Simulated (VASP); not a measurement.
Runs of VASP 6.6.1 on CaSe. The structure is that of space group P6_3/mmc (No. 194), or close to it. The cells are those of the table. 

```tsv
level	cell	gap on the mesh (eV)	pressure (GPa)
PBE	a = 4.926, b = 4.926, c = 5.775 Å, angles 90.0, 90.0, 120.0°, 4 atoms	2.34	2.8
r2SCAN	a = 5.104, b = 5.104, c = 5.991 Å, angles 90.0, 90.0, 120.0°, 4 atoms	2.93	-1.9
r2SCAN	a = 4.903, b = 4.903, c = 5.756 Å, angles 90.0, 90.0, 120.0°, 4 atoms	2.76	3.1
r2SCAN	a = 5.055, b = 5.055, c = 5.934 Å, angles 90.0, 90.0, 120.0°, 4 atoms	2.95	-1.0
r2SCAN	a = 5.006, b = 5.006, c = 5.876 Å, angles 90.0, 90.0, 120.0°, 4 atoms	(b)	0.2
PBE	a = 5.078, b = 5.078, c = 5.954 Å, angles 90.0, 90.0, 120.0°, 4 atoms	2.49	-0.9
PBE	a = 5.029, b = 5.029, c = 5.895 Å, angles 90.0, 90.0, 120.0°, 4 atoms	2.47	(a)
PBE	a = 5.127, b = 5.127, c = 6.011 Å, angles 90.0, 90.0, 120.0°, 4 atoms	2.44	-1.8
PBE	a = 5.006, b = 5.006, c = 5.876 Å, angles 90.0, 90.0, 120.0°, 4 atoms	2.44	0.6
PBE	a = 4.978, b = 4.978, c = 5.836 Å, angles 90.0, 90.0, 120.0°, 4 atoms	2.41	1.4
r2SCAN	a = 4.955, b = 4.955, c = 5.816 Å, angles 90.0, 90.0, 120.0°, 4 atoms	2.83	1.5
```

Alike in all rows: task single point; potentials or basis VASP PAW PBE potentials, release 64 (Ca_sv, Se); no spin polarisation; k mesh 6 × 6 × 4; cutoff (eV) 520; smearing gaussian 0.01 eV.

Q: Estimate the missing entries.

A: (a) 0.1; (b) 2.89.

Caveats: the PAW data sets were made with another functional, which shifts forces and pressure a little (some runs).

A k mesh can miss the band edges, and the runs leave out spin-orbit coupling on Se.
